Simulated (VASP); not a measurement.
# Rb (Cmce) in VASP: single point with PBEsol

Aim: the single point of Rb with PBEsol.

Program: VASP 6.6.1. These are calculated values, not measurements. Logs are shortened: lines on timing, memory, paths and dates and some standing lists are left out, and cuts for length are marked.

### Step 1. The cell of the first run

Symmetry: Cmce, No. 64, orthorhombic system. Conventional cell: a = 5.645 Å, b = 17.908 Å, c = 7.470 Å, α = 90.00°, β = 90.00°, γ = 90.00°. Rb (site symmetry m) has 3 Rb at 3.70 to 3.76 Å within 4.9 Å.

### Step 2. Single point, PBEsol

File INCAR:

```
  PREC = Accurate
  ENCUT = 520
  EDIFF = 1E-6
  ISMEAR = 0
  SIGMA = 0.1
  LREAL = F
  LASPH = T
  NELM = 100
  ALGO = Normal
  ISIF = 2
  LWAVE = F
  LCHARG = F
  GGA = PS
  NBANDS = 26
```

File KPOINTS:

```
regular mesh
0
Gamma
  4 4 4
```

File POSCAR:

```
Rb
1.0
    2.8225851226     -8.9538198753      0.0000000000
    2.8225851226      8.9538198753      0.0000000000
    0.0000000000      0.0000000000      7.4700440103
Rb
4
Direct
    0.0980000000      0.9020000000      0.9100000000
    0.5980000000      0.4020000000      0.5900000000
    0.9020000000      0.0980000000      0.0900000000
    0.4020000000      0.5980000000      0.4100000000
```

Potentials or basis: VASP PAW PBE potentials, release 64 (Rb_sv).

On the command line:

```console
$ cat potpaw_PBE.64/Rb_sv/POTCAR > POTCAR
$ mpirun -np 1 vasp_std > vasp.out
```

OUTCAR:

```text
PREC = Accurate
   ENCUT = 520
   EDIFF = 1E-6
   ISMEAR = 0
   LREAL = F
   LASPH = T
   NELM = 100
   ISIF = 2
   GGA = PS

 ion  position               nearest neighbor table
   1  0.098  0.902  0.910-   2 3.70   2 3.70   3 3.76
   2  0.598  0.402  0.590-   1 3.70   1 3.70   4 3.76
   3  0.902  0.098  0.090-   4 3.70   4 3.70   1 3.76
   4  0.402  0.598  0.410-   3 3.70   3 3.70   2 3.76

  LATTYP: Found a base centered orthorhombic cell.
 ALAT       =     5.6451702452
 B/A-ratio  =     3.1722054381
 C/A-ratio  =     1.3232628399

  Lattice vectors:

 A1 = (   2.8225851226,  -8.9538198753,   0.0000000000)
 A2 = (   2.8225851226,   8.9538198753,   0.0000000000)
 A3 = (   0.0000000000,   0.0000000000,   7.4700440103)

Analysis of symmetry for initial positions (statically):
=====================================================================
 Subroutine PRICEL returns:
 Original cell was already a primitive cell.

 Routine SETGRP: Setting up the symmetry group for a
 base centered orthorhombic supercell.

 Subroutine GETGRP returns: Found  8 space group operations
 (whereof  4 operations were pure point group operations)
 out of a pool of  8 trial point group operations.

The static configuration has the point symmetry C_2h.
 The point group associated with its full space group is D_2h.

Analysis of symmetry for dynamics (positions and initial velocities):
=====================================================================
 Subroutine PRICEL returns:
 Original cell was already a primitive cell.

 Routine SETGRP: Setting up the symmetry group for a
 base centered orthorhombic supercell.

 Subroutine GETGRP returns: Found  8 space group operations
 (whereof  4 operations were pure point group operations)
 out of a pool of  8 trial point group operations.

The dynamic configuration has the point symmetry C_2h.
 The point group associated with its full space group is D_2h.

 Subroutine INISYM returns: Found  8 space group operations
 (whereof  4 operations are pure point group operations),
 and found     1 'primitive' translations

----------------------------------------------------------------------------------------

                                     Primitive cell

  volume of cell :     377.5796

  direct lattice vectors                    reciprocal lattice vectors
     2.822585123 -8.953819875  0.000000000     0.177142576 -0.055842088  0.000000000
     2.822585123  8.953819875  0.000000000     0.177142576  0.055842088  0.000000000
     0.000000000  0.000000000  7.470044010     0.000000000  0.000000000  0.133868020

  length of vectors
     9.388177519  9.388177519  7.470044010     0.185735918  0.185735918  0.133868020

  position of ions in fractional coordinates (direct lattice)
     0.098000000  0.902000000  0.910000000
     0.598000000  0.402000000  0.590000000
     0.902000000  0.098000000  0.090000000
     0.402000000  0.598000000  0.410000000

  ion indices of the primitive-cell ions
   primitive index   ion index
                 1           1
                 2           2
                 3           3
                 4           4

----------------------------------------------------------------------------------------

 KPOINTS: regular mesh

Automatic generation of k-mesh.
 Grid dimensions read from file:
 generate k-points for:    4    4    4

 Generating k-lattice:

  Cartesian coordinates                     Fractional coordinates (reciprocal lattice)
     0.044285644 -0.013960522  0.000000000     0.250000000  0.000000000  0.000000000
     0.044285644  0.013960522  0.000000000     0.000000000  0.250000000  0.000000000
     0.000000000  0.000000000  0.033467005     0.000000000  0.000000000  0.250000000

  Length of vectors
     0.046433979  0.046433979  0.033467005

  Shift w.r.t. Gamma in fractional coordinates (k-lattice)
     0.000000000  0.000000000  0.000000000

 Subroutine IBZKPT returns following result:
 ===========================================

 Found     21 irreducible k-points:

 Following reciprocal coordinates:
            Coordinates               Weight
  0.000000  0.000000  0.000000      1.000000
  0.250000  0.000000  0.000000      4.000000
  0.500000  0.000000  0.000000      2.000000
  0.250000  0.250000  0.000000      2.000000
  0.500000  0.250000  0.000000      4.000000
 -0.250000  0.250000  0.000000      2.000000
[... 13 lines left out ...]
 -0.250000  0.250000  0.500000      2.000000
  0.500000  0.500000  0.500000      1.000000
   k-points           NKPTS =     21   k-points in BZ     NKDIM =     21   number of bands    NBANDS=     26
   number of dos      NEDOS =    301   number of ions     NIONS =      4
   total plane-waves  NPLWV = 274400
   dimension x,y,z NGX =    70 NGY =   70 NGZ =   56
   dimension x,y,z NGXF=   140 NGYF=  140 NGZF=  112
   ions per type =               4
   NGX,Y,Z   is equivalent  to a cutoff of  12.40, 12.40, 12.46 a.u.
   NGXF,Y,Z  is equivalent  to a cutoff of  24.79, 24.79, 24.93 a.u.
 SYSTEM =  unknown system
   PREC   = accura    normal or accurate (medium, high low for compatibility)
   ISTART =      0    job   : 0-new  1-cont  2-samecut
   ICHARG =      2    charge: 1-file 2-atom 10-const
   ISPIN  =      1    spin polarized calculation?
   LNONCOLLINEAR =      F non collinear calculations
   LSORBIT =      F    spin-orbit coupling
   LASPH  =      T    aspherical Exc in radial PAW
   ENCUT  =  520.0 eV  38.22 Ry    6.18 a.u.  17.46 17.46 13.89*2*pi/ulx,y,z
   NELM   =    100;   NELMIN=  2; NELMDL= -5     # of ELM steps
   EDIFF  = 0.1E-05   stopping-criterion for ELM
   LREAL  =      F    real-space projection
   EDIFFG = 0.1E-04   stopping-criterion for IOM
   NSW    =      0    number of steps for IOM
   IBRION =     -1    ionic relax: 0-MD 1-quasi-New 2-CG
   NFREE  =      0    steps in history (QN), initial steepest desc. (CG)
   ISIF   =      2    stress and relaxation
   ISYM   =      2    0-nonsym 1-usesym 2-fastsym
   POTIM  = 0.5000    time-step for ionic-motion
   TEBEG  =    0.0;   TEEND  =   0.0 temperature during run
   PSTRESS=    0.0 pullay stress
   NELECT =      36.0000    total number of electrons
   NUPDOWN=      -1.0000    fix difference up-down
   EMIN   =  10.00;   EMAX   =-10.00  energy-range for DOS
   EFERMI =   0.00;   METHOD = LEGACY
   ISMEAR =     0;   SIGMA  =   0.10  broadening in eV -4-tet -1-fermi 0-gaus
   EFERMI_NEDOS =   21; number of points for ismear=-14 and -15
   IALGO  =     38    algorithm
   IMIX   =      4    mixing-type and parameters
     AMIX     =   0.40;   BMIX     =  1.00
     AMIX_MAG =   1.60;   BMIX_MAG =  1.00
  volume/ion in A,a.u.               =      94.39       637.01
  Fermi-wavevector in a.u.,A,eV,Ry     =   0.747893  1.413313  7.610337  0.559344
  Thomas-Fermi vector in A             =   1.844054
   LORBIT       =      0    0 simple, 1 ext, 2 COOP (PROOUT), +10 PAW based schemes
   GGA     = PS    functional components
   LHFCALC =     F    Hartree Fock is set to
   AEXX    =    0.0000 exact exchange contribution
   IVDW    =     0    specifies the selected vdW correction
   LEPSILON=     F    determine dielectric tensor
   LRPA    =     F    only Hartree local field effects (RPA)
 non-spin polarized calculation
 Gauss-broadening in eV      SIGMA  =   0.10
  energy-cutoff  :      520.00
  volume of cell :      377.58
 maximum number of plane-waves:     10208
 NGX is ok and might be reduce to    70
   NGX = 35   NGY = 35   NGZ = 27

 number of electron      36.0000001 magnetization

 Free energy of the ion-electron system (eV)
  ---------------------------------------------------
  ext. energy  EPLUGINS =         0.00000000
  ---------------------------------------------------
  free energy    TOTEN  =        -2.71331213 eV

  energy without entropy =       -2.68345714  energy(sigma->0) =       -2.69838464

 E-fermi :  -0.0291     XC(G=0):  -5.3556

 val. band max:       -0.0345100214   @ k =   0.5000   0.5000   0.2500
 cond. band min:      -0.0067619328   @ k =   0.2500   0.2500   0.5000
 fundamental gap:      0.0277480886
 Fermi energy:        -0.0291447328

 k-point     1 :       0.0000    0.0000    0.0000
  band No.  band energies     occupation
      1     -29.4207      2.00000
      2     -29.3940      2.00000
      3     -29.3561      2.00000
      4     -29.3295      2.00000
      5     -13.7344      2.00000
      6     -13.7090      2.00000
[... 18 lines left out ...]
     25       2.1084      0.00000
     26       2.4295      0.00000

 k-point     2 :       0.2500    0.0000    0.0000
  band No.  band energies     occupation
      1     -29.4112      2.00000
      2     -29.3845      2.00000
      3     -29.3655      2.00000
      4     -29.3389      2.00000
      5     -13.7321      2.00000
      6     -13.7316      2.00000
[... 18 lines left out ...]
     25       1.8346      0.00000
     26       2.2387      0.00000

 k-point     3 :       0.5000    0.0000    0.0000
  band No.  band energies     occupation
      1     -29.3882      2.00000
      2     -29.3882      2.00000
      3     -29.3617      2.00000
      4     -29.3617      2.00000
      5     -13.7400      2.00000
      6     -13.7400      2.00000
[... 18 lines left out ...]
     25       1.9980      0.00000
     26       1.9980      0.00000

 k-point     4 :       0.2500    0.2500    0.0000
  band No.  band energies     occupation
      1     -29.3883      2.00000
      2     -29.3882      2.00000
      3     -29.3617      2.00000
      4     -29.3617      2.00000
      5     -13.7403      2.00000
      6     -13.7397      2.00000
[... 18 lines left out ...]
     25       1.9462      0.00000
     26       1.9984      0.00000
[... 409 lines left out ...]
      1     -29.4013      2.00000
      2     -29.4013      2.00000
      3     -29.3487      2.00000
      4     -29.3487      2.00000
      5     -13.7196      2.00000
      6     -13.7196      2.00000
[... 18 lines left out ...]
     25       2.3007      0.00000
     26       2.3013      0.00000

 k-point    20 :      -0.2500    0.2500    0.5000
  band No.  band energies     occupation
      1     -29.4099      2.00000
      2     -29.4099      2.00000
      3     -29.3403      2.00000
      4     -29.3403      2.00000
      5     -13.6873      2.00000
      6     -13.6873      2.00000
[... 18 lines left out ...]
     25       2.4233      0.00000
     26       2.4233      0.00000

 k-point    21 :       0.5000    0.5000    0.5000
  band No.  band energies     occupation
      1     -29.4099      2.00000
      2     -29.4099      2.00000
      3     -29.3403      2.00000
      4     -29.3403      2.00000
      5     -13.6874      2.00000
      6     -13.6874      2.00000
[... 18 lines left out ...]
     25       2.4615      0.00000
     26       2.4619      0.00000

------------------------ aborting loop because EDIFF is reached ----------------------------------------

  FORCE on cell =-STRESS in cart. coord.  units (eV):
  Direction    XX          YY          ZZ          XY          YZ          ZX
  --------------------------------------------------------------------------------------
  -------------------------------------------------------------------------------------
  Total        2.3687011      0.9192411      1.2911722      0.0000000     -0.0000000      0.0000000
  in kB       10.0510696      3.9006004      5.4788095      0.0000000     -0.0000000      0.0000000
  external PRESSURE =       6.4768265 kB  Pullay stress =       0.0000000 kB

 VOLUME and BASIS-vectors are now :
 -----------------------------------------------------------------------------
  energy-cutoff  :      520.00
  volume of cell :      377.58
      direct lattice vectors                 reciprocal lattice vectors
     2.822585123 -8.953819875  0.000000000     0.177142576 -0.055842088  0.000000000
     2.822585123  8.953819875  0.000000000     0.177142576  0.055842088  0.000000000
     0.000000000  0.000000000  7.470044010     0.000000000  0.000000000  0.133868020

 POSITION                                       TOTAL-FORCE (eV/Angst)
 -----------------------------------------------------------------------------------
      2.82259      7.19887      6.79774         0.000000     -0.375702      0.501735
      2.82259     -1.75495      4.40733         0.000000     -0.375702     -0.501735
      2.82259     -7.19887      0.67230         0.000000      0.375702     -0.501735
      2.82259      1.75495      3.06272         0.000000      0.375702      0.501735
 -----------------------------------------------------------------------------------
    total drift:                               -0.000000     -0.000000      0.000000

  FREE ENERGIE OF THE ION-ELECTRON SYSTEM (eV)
  ---------------------------------------------------
  free  energy   TOTEN  =        -2.7133121286 eV

  energy  without entropy=       -2.6834571447  energy(sigma->0) =       -2.69838464
```

Wall time 8.2 min (1 thread of AMD EPYC, shared host); peak memory 0.6 GiB.

What came out:

```
Free energy            : -2.7133 eV
Pressure               : 0.6 GPa
Largest force          : 0.627 eV/Å
Band gap on the k mesh : zero (band 18 reaches 0.01 eV, above the bottom of band 19 at -0.34 eV)
```

Forces on the atoms (eV/Å):
```
Rb   0.000 -0.376  0.502
Rb   0.000 -0.376 -0.502
Rb   0.000  0.376 -0.502
Rb   0.000  0.376  0.502
```

Caveat: the PAW data sets were made with another functional, which shifts forces and pressure a little.
